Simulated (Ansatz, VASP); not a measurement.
**Cd in VASP and in Ansatz**

INCAR

```
SYSTEM = Cd
PREC = Accurate
ENCUT = 520
EDIFF = 1E-6
ISMEAR = -1
SIGMA = 0.1
LREAL = .FALSE.
LASPH = .TRUE.
NELM = 100
ALGO = Normal
ISIF = 2
LWAVE = .FALSE.
LCHARG = .FALSE.
GGA = RP
NBANDS = 12
```

Contents of KPOINTS:

```
Automatic mesh
0
G
  14 14 14
  0 0 0
```

The input POSCAR:

```
Cd
1.0
   -1.8892420563      1.8892420563      1.8892420563
    1.8892420563     -1.8892420563      1.8892420563
    1.8892420563      1.8892420563     -1.8892420563
Cd
1
Direct
    0.0000000000      0.0000000000      0.0000000000
```

Input for Ansatz:

```yaml
crystal:
  lattice:
    - [-1.8892420563, 1.8892420563, 1.8892420563]
    - [1.8892420563, -1.8892420563, 1.8892420563]
    - [1.8892420563, 1.8892420563, -1.8892420563]
  atoms:
    - { symbol: Cd, position: [0.0, 0.0, 0.0] }
hamiltonian:
  xc: rpbe
  pseudopotentials:
    kind: paw
    azcp:
      Cd: "pseudopotentials/Cd.paw.azcp"
basis:
  ecutwfc: 420
  fft_grid_basis: typed
kpoints:
  mp_grid: { grid: [14, 14, 14], shift: [0, 0, 0] }
magnetization:
  spin_polarized: false
scf:
  occupations: { method: fermi_dirac, width: 0.1 }
  lower_state_search: "off"
output:
  stress: true
```

Alike in both runs: task single point; functional RPBE; k mesh 14 × 14 × 14; occupations fermi-dirac, width 0.1 eV; no spin polarisation.

|  | VASP | Ansatz |
| --- | --- | --- |
| version | VASP 6.6.1 | Ansatz 0.2.0 |
| potentials or method | VASP PAW PBE potentials, release 64 (Cd), cutoff 520 eV | plane waves (420 eV) with PAW, scalar-relativistic |
| valence electrons in the cell | 12 | 20 |

```csv
,VASP,Ansatz,Ansatz less VASP
pressure (GPa),-1.3,-1.4,-0.10
```

VASP's potentials were made for PBE, not for RPBE. VASP's potentials hold 12 valence electrons a cell and Ansatz's 20, so a difference there can come from the potentials and not from the codes.
